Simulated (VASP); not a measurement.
BaTe: single point with PBE+D3(BJ)

The system is BaTe.

```xyz
2
Lattice="0.0000 3.4276 3.4276 3.4276 0.0000 3.4276 3.4276 3.4276 0.0000" Properties=species:S:1:pos:R:3 pbc="T T T"
Ba    3.4276    3.4276    3.4276
Te    0.0000    0.0000    0.0000
```

| Quantity | Value |
| --- | --- |
| Program | VASP 6.6.1 |
| Task | single point |
| Functional | PBE |
| Dispersion | D3(BJ) |
| Potentials or basis | VASP PAW PBE potentials, release 64 (Ba_sv, Te) |
| Cutoff | 520 eV |
| k mesh | 6 × 6 × 6 |
| Occupations | gaussian, width 0.05 eV |
| Spin | no spin polarisation |

```yaml
Pressure: 2.1 GPa
Band_gap_on_the_k_mesh: 1.37 eV (least direct gap 1.75 eV)
Dispersion_energy_per_atom: -0.334 eV
```

Levels at points of the mesh, in eV from the valence-band top:
```csv
k point,band 4,band 5,band 6,band 7,band 8,band 9,band 10,band 11,band 12,band 13
"(0.00, 0.00, 0.00)",-12.03,-9.69,0.00,0.00,0.00,2.88,2.88,2.88,3.16,3.56
"(0.50, 0.00, 0.00)",-12.05,-8.76,-2.42,-1.26,-1.26,4.27,4.90,5.01,5.01,7.10
"(0.50, 0.50, 0.00)",-12.14,-9.46,-1.15,-0.38,-0.38,1.37,4.53,4.93,5.89,5.95
```

It took 18 s on 1 thread of Intel Xeon 8259CL, with other jobs on the host, peak memory 0.22 GiB.

Caveat: spin-orbit coupling is left out, which moves the levels of the heavy elements. A k mesh can miss the band edges.
